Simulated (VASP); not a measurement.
# ScAl3F (P-6m2) in VASP: further runs, part 2 of 2

VASP 6.6.1.

**3. Single point, PBE**

This run uses another cell than the first one, of 30.03 Å³/atom.

Input file INCAR:

```
SYSTEM = ScAl3F
ALGO     = Normal         ! electronic algorithm
EDIFF    = 1E-7           ! SCF threshold, eV
ENCUT    = 520            ! plane-wave cutoff, eV
GGA      = PE             ! functional
ISIF     = 2              ! what is computed and relaxed
ISMEAR   = 0              ! smearing method
LASPH    = .True.         ! aspherical terms in the spheres
LCHARG   = .True.         ! write CHGCAR
LELF     = .True.         ! ELF
LREAL    = .False.        ! projectors in reciprocal space
LVHAR    = .True.       
LWAVE    = .False.        ! write WAVECAR
NBANDS   = 22             ! bands
NELM     = 60             ! most SCF steps
PREC     = Accurate       ! precision mode
SIGMA    = 0.1            ! smearing width, eV
```

Input file KPOINTS:

```
k-points
0
Gamma
  6 6 4
  0 0 0
```

Input file POSCAR:

```
ScAl3F
1.0
    4.5991551030      0.0000000000      0.0000000000
   -2.2995775515      3.9829851551      0.0000000000
    0.0000000000      0.0000000000      8.1970422768
Sc Al F
1 3 1
Direct
    0.0000000000      0.0000000000      0.5000000000
    0.0000000000      0.0000000000      0.8408424127
    0.0000000000      0.0000000000      0.1591575873
    0.3333333333      0.6666666667      0.5000000000
    0.6666666667      0.3333333333      0.5000000000
```

Potentials or basis: VASP PAW PBE potentials, release 64 (Sc_sv, Al, F).

Started as:

```bash
$ cat potpaw_PBE.64/Sc_sv/POTCAR potpaw_PBE.64/Al/POTCAR potpaw_PBE.64/F/POTCAR > POTCAR
$ mpirun -np 1 vasp_std > vasp.out
```

Run time: 2.7 min. Hardware: 1 thread of Oxide Virtual Turin-like, shared host; peak memory 0.27 GiB.

It converged, with:

- Free energy: -17.4580 eV
- Pressure: 0.3 GPa
- Largest force: 0.024 eV/Å
- Band gap on the k mesh: zero (an odd number of electrons rules out a gap without spin polarisation)

Forces on the atoms (eV/Å):
```
Sc   0.000  0.000  0.000
Al   0.000  0.000 -0.024
Al   0.000  0.000  0.024
Al   0.000  0.000  0.000
F    0.000  0.000  0.000
```

Stress tensor (GPa, compression positive):
```
0.31 0.00 0.00
0.00 0.31 0.00
0.00 0.00 0.20
```

Levels at points of the mesh, in eV from the Fermi level:
| k point | band 9 | band 10 | band 11 | band 12 | band 13 | band 14 | band 15 | band 16 | band 17 | band 18 |
| --- | --- | --- | --- | --- | --- | --- | --- | --- | --- | --- |
| (0.00, 0.00, 0.00) | -5.06 | -4.52 | -3.23 | -0.82 | 0.14 | 0.14 | 1.06 | 1.06 | 2.23 | 2.23 |
| (0.50, 0.00, 0.00) | -4.79 | -3.19 | -2.67 | -1.33 | -0.73 | -0.65 | 0.28 | 0.50 | 0.73 | 1.56 |
| (0.00, 0.00, 0.50) | -5.54 | -4.64 | -2.71 | -0.86 | 0.15 | 0.15 | 0.91 | 0.91 | 1.82 | 2.84 |
| (0.50, 0.00, 0.50) | -4.73 | -3.24 | -3.14 | -1.44 | -0.02 | 0.09 | 0.33 | 0.47 | 0.94 | 1.22 |

**4. Relaxation of cell and atoms, PBE**

Input file INCAR:

```
SYSTEM = ScAl3F
  PREC = Accurate
  ENCUT = 600
  EDIFF = 1E-6
  ISMEAR = 0
  SIGMA = 0.1
  LREAL = .FALSE.
  LASPH = .TRUE.
  NELM = 80
  ALGO = Normal
  ISIF = 3
  LWAVE = .FALSE.
  LCHARG = .FALSE.
  GGA = PE
  IBRION = 2
  NSW = 90
  EDIFFG = -0.04
```

Input file KPOINTS:

```
regular mesh
0
G
  6 6 4
  0 0 0
```

Input file POSCAR:

```
ScAl3F
1.0
    4.0625681200      0.0000000000      0.0000000000
   -2.0312840600      3.5182871900      0.0000000000
    0.0000000000      0.0000000000      6.3863074700
Sc Al F
1 3 1
Direct
    0.0000000000      0.0000000000      0.5000000000
    0.0000000000      0.0000000000      0.8509390100
    0.0000000000      0.0000000000      0.1490609900
    0.3333333300      0.6666666700      0.5000000000
    0.6666666700      0.3333333300      0.5000000000
```

Started as:

```bash
$ cat potpaw_PBE.64/Sc_sv/POTCAR potpaw_PBE.64/Al/POTCAR potpaw_PBE.64/F/POTCAR > POTCAR
$ mpirun -np 1 vasp_std > vasp.out
```

Wall time 11 min (1 thread of Oxide Virtual Turin-like, shared host); peak memory 0.21 GiB.

Results (log left out):

```yaml
Free_energy: -17.3501 eV
Relaxed_volume: 29.72 Å³/atom
Relaxed_cell: a = 4.597 Å, b = 4.597 Å, c = 8.119 Å, α = 90.00°, β = 90.00°, γ = 120.00°
Space_group_after_relaxing_to_0.1_Å: P-6m2 (No. 187)
Energy_gained_by_relaxing: 1204.9 meV/atom
Ionic_steps: 13
Pressure_after_relaxing: -0.1 GPa
Largest_force_after_relaxing: 0.006 eV/Å
Band_gap_on_the_k_mesh: zero (an odd number of electrons rules out a gap without spin polarisation)
```

Forces in eV/Å, atoms in the order of the input:
```
Sc   0.000  0.000  0.000
Al   0.000  0.000 -0.006
Al   0.000  0.000  0.006
Al   0.000  0.000  0.000
F    0.000  0.000  0.000
```

Stress tensor (GPa, compression positive):
```
-0.07  0.00  0.00
 0.00 -0.07  0.00
 0.00  0.00 -0.21
```

The path:
```tsv
step	energy change (eV)	largest force (eV/Å)	pressure (GPa)	volume (Å³)
1	0.0000	6.9938	37.20	91.28
2	-4.9659	1.4554	-0.09	156.72
3	-5.0583	2.7190	7.11	127.97
4	-5.1333	2.1487	3.02	141.94
5	-5.1387	2.2070	3.32	140.66
6	-5.5584	1.2343	-0.97	155.12
7	-5.5840	1.0074	-1.95	159.63
8	-5.8882	0.8597	-1.47	156.38
9	-5.9757	0.2598	-0.67	153.42
10	-5.9775	0.3905	-0.81	153.86
11	-6.0199	0.0383	-0.15	149.44
12	-6.0212	0.1273	0.00	148.59
13	-6.0243	0.0060	-0.12	148.59
```

Final structure:
```xyz
5
Lattice="4.5971 0.0000 0.0000 -2.2986 3.9812 0.0000 0.0000 0.0000 8.1189" Properties=species:S:1:pos:R:3 pbc="T T T"
Sc   -2.2986    3.9812    4.0595
Al    0.0000    0.0000    6.8245
Al   -2.2986    3.9812    1.2944
Al    0.0000    2.6541    4.0595
F     2.2986    1.3271    4.0595
```

Levels at points of the mesh, in eV from the Fermi level:
```
           k point  band 10  band 11  band 12  band 13  band 14  band 15  band 16  band 17
(0.00, 0.00, 0.00)    -4.52    -3.21    -0.83     0.14     0.14     1.04     1.04     2.46
(0.50, 0.00, 0.00)    -3.20    -2.65    -1.35    -0.74    -0.66     0.28     0.50     0.71
(0.00, 0.00, 0.50)    -4.64    -2.69    -0.84     0.15     0.15     0.89     0.89     1.88
(0.50, 0.00, 0.50)    -3.26    -3.15    -1.46    -0.01     0.10     0.34     0.44     0.97
```

Caveat: the volume moved by over 15 % at a fixed basis, so the end points are rough.

**5. Single point, PBE**

This run uses another cell than the first one, of 30.42 Å³/atom.

Input file INCAR:

```
SYSTEM = ScAl3F
ALGO = Fast
EDIFF = 1E-6
ENCUT = 520
GGA = PE
ISIF = 2
ISMEAR = 0
LASPH = .True.
LCHARG = .False.
LREAL = .False.
LWAVE = .False.
NBANDS = 22
NELM = 80
PREC = Accurate
SIGMA = 0.1
```

Input file KPOINTS:

```
k-points
0
Gamma
  12 12 6
  0 0 0
```

Input file POSCAR:

```
ScAl3F
1.0
    4.6200218734      0.0000000000      0.0000000000
   -2.3100109367      4.0010563084      0.0000000000
    0.0000000000      0.0000000000      8.2276325966
Sc Al F
1 3 1
Direct
    0.0000000000      0.0000000000      0.5000000000
    0.0000000000      0.0000000000      0.8404853433
    0.0000000000      0.0000000000      0.1595146567
    0.3333333333      0.6666666667      0.5000000000
    0.6666666667      0.3333333333      0.5000000000
```

Started as:

```bash
$ cat potpaw_PBE.64/Sc_sv/POTCAR potpaw_PBE.64/Al/POTCAR potpaw_PBE.64/F/POTCAR > POTCAR
$ mpirun -np 1 vasp_std > vasp.out
```

It took 8.4 min on 1 thread of Oxide Virtual Turin-like, shared host; peak memory 0.4 GiB.

It converged, with:

* Free energy: -17.4661 eV
* Pressure: 0.0 GPa
* Largest force: 0.013 eV/Å
* Band gap on the k mesh: zero (an odd number of electrons rules out a gap without spin polarisation)

Forces in eV/Å, atoms in the order of the input:
```
Sc   0.000  0.000  0.000
Al   0.000  0.000  0.013
Al   0.000  0.000 -0.013
Al   0.000  0.000  0.000
F    0.000  0.000  0.000
```

Levels at points of the mesh, in eV from the Fermi level:
```tsv
k point	band 10	band 11	band 12	band 13	band 14	band 15	band 16	band 17	band 18	band 19
(0.00, 0.00, 0.00)	-4.52	-3.23	-0.83	0.12	0.12	1.04	1.04	2.20	2.20	2.33
(0.50, 0.00, 0.00)	-3.18	-2.69	-1.33	-0.72	-0.64	0.26	0.48	0.72	1.54	1.85
(0.00, 0.00, 0.50)	-4.59	-2.73	-0.85	0.14	0.14	0.90	0.90	1.78	2.81	2.81
(0.50, 0.00, 0.50)	-3.25	-3.14	-1.42	-0.03	0.08	0.32	0.47	0.94	1.21	2.28
```

**6. Relaxation of cell and atoms, PBE**

This run uses another cell than the first one, of 30.03 Å³/atom.

Input file INCAR:

```
PREC = Accurate
ENCUT = 600
EDIFF = 1E-7
ISMEAR = 0
SIGMA = 0.1
LREAL = False
LASPH = True
NELM = 100
ALGO = Fast
ISIF = 3
LWAVE = False
LCHARG = False
GGA = PE
IBRION = 2
NSW = 100
EDIFFG = -0.01
```

Input file KPOINTS:

```
Automatic mesh
0
Gamma
  12 12 6
```

Input file POSCAR:

```
ScAl3F
1.0
    4.5991551030      0.0000000000      0.0000000000
   -2.2995775515      3.9829851551      0.0000000000
    0.0000000000      0.0000000000      8.1970422768
Sc Al F
1 3 1
Direct
    0.0000000000      0.0000000000      0.5000000000
    0.0000000000      0.0000000000      0.8408424127
    0.0000000000      0.0000000000      0.1591575873
    0.3333333333      0.6666666667      0.5000000000
    0.6666666667      0.3333333333      0.5000000000
```

Potentials or basis: VASP PAW PBE potentials, release 64 (Sc_sv, Al, F).

Started as:

```bash
$ cat potpaw_PBE.64/Sc_sv/POTCAR potpaw_PBE.64/Al/POTCAR potpaw_PBE.64/F/POTCAR > POTCAR
$ mpirun -np 1 vasp_std > vasp.out
```

It took 40 min on 1 thread of Oxide Virtual Turin-like, shared host; peak memory 0.5 GiB.

Results (log left out):

- Free energy: -17.4670 eV
- Relaxed volume: 30.40 Å³/atom
- Relaxed cell: a = 4.618 Å, b = 4.618 Å, c = 8.228 Å, α = 90.00°, β = 90.00°, γ = 120.00°
- Space group after relaxing (to 0.1 Å): P-6m2 (No. 187)
- Energy gained by relaxing: 0.4 meV/atom
- Ionic steps: 5
- Pressure after relaxing: 0.0 GPa
- Band gap on the k mesh: zero (an odd number of electrons rules out a gap without spin polarisation)

Forces in eV/Å, atoms in the order of the input:
```
Sc   0.000  0.000  0.000
Al   0.000  0.000 -0.002
Al   0.000  0.000  0.002
Al   0.000  0.000  0.000
F    0.000  0.000  0.000
```

Step by step:
| step | energy change (eV) | largest force (eV/Å) | pressure (GPa) | volume (Å³) |
| --- | --- | --- | --- | --- |
| 1 | 0.0000 | 0.0208 | 0.32 | 150.16 |
| 2 | -0.0017 | 0.0082 | 0.09 | 151.46 |
| 3 | -0.0018 | 0.0036 | 0.00 | 151.96 |
| 4 | -0.0018 | 0.0041 | 0.01 | 151.92 |
| 5 | -0.0018 | 0.0023 | 0.00 | 152.00 |

Final structure:
```
Sc Al F
1.0
     4.61849    0.00000    0.00000
    -2.30924    3.99973    0.00000
     0.00000    0.00000    8.22825
Sc Al F
1 3 1
Direct
  0.00000 0.00000 0.50000
  0.00000 0.00000 0.84065
  0.00000 0.00000 0.15935
  0.33333 0.66667 0.50000
  0.66667 0.33333 0.50000
```

Levels at points of the mesh, in eV from the Fermi level:
```tsv
k point	band 11	band 12	band 13	band 14	band 15	band 16	band 17
(0.00, 0.00, 0.00)	-3.23	-0.83	0.12	0.12	1.04	1.04	2.20
(0.50, 0.00, 0.00)	-2.69	-1.33	-0.72	-0.65	0.26	0.48	0.72
(0.00, 0.00, 0.50)	-2.73	-0.86	0.14	0.14	0.90	0.90	1.78
(0.50, 0.00, 0.50)	-3.14	-1.42	-0.03	0.08	0.32	0.47	0.93
```

**7. Summary**

| task | cell | k mesh | cutoff (eV) | gap on the mesh (eV) | pressure (GPa) | relaxed volume (Å³/atom) | largest force (eV/Å) |
| --- | --- | --- | --- | --- | --- | --- | --- |
| single point | a = 4.063, b = 4.063, c = 6.386 Å, angles 90.0, 90.0, 120.0°, 5 atoms, atomic positions A | 6 × 6 × 4 | 520 | none | 37.2 | - | 6.99 |
| single point | a = 4.599, b = 4.599, c = 8.197 Å, angles 90.0, 90.0, 120.0°, 5 atoms, atomic positions B | 6 × 6 × 4 | 520 | none | 0.3 | - | 0.02 |
| relaxation of cell and atoms | relaxed from a = 4.063, b = 4.063, c = 6.386 Å, angles 90.0, 90.0, 120.0°, 5 atoms, atomic positions A | 6 × 6 × 4 | 600 | none | -0.1 | 29.72 | 0.01 |
| single point | a = 4.620, b = 4.620, c = 8.228 Å, angles 90.0, 90.0, 120.0°, 5 atoms, atomic positions C | 12 × 12 × 6 | 520 | none | 0.0 | - | 0.01 |
| relaxation of cell and atoms | relaxed from a = 4.599, b = 4.599, c = 8.197 Å, angles 90.0, 90.0, 120.0°, 5 atoms, atomic positions B | 12 × 12 × 6 | 600 | none | 0.0 | 30.40 | - |

Alike in all rows: level PBE; potentials or basis VASP PAW PBE potentials, release 64 (Sc_sv, Al, F); no spin polarisation; smearing gaussian 0.1 eV.

Caveats: the stress differs along the axes, from 20 to 72 GPa (at least some runs); forces of over 1 eV/Å act on the atoms, so gaps and moduli don't describe the material at rest (at least some runs); the volume moved by over 15 % at a fixed basis, so the end points are rough (at least some runs).

Absolute energies hang on the potentials; compare differences alone.
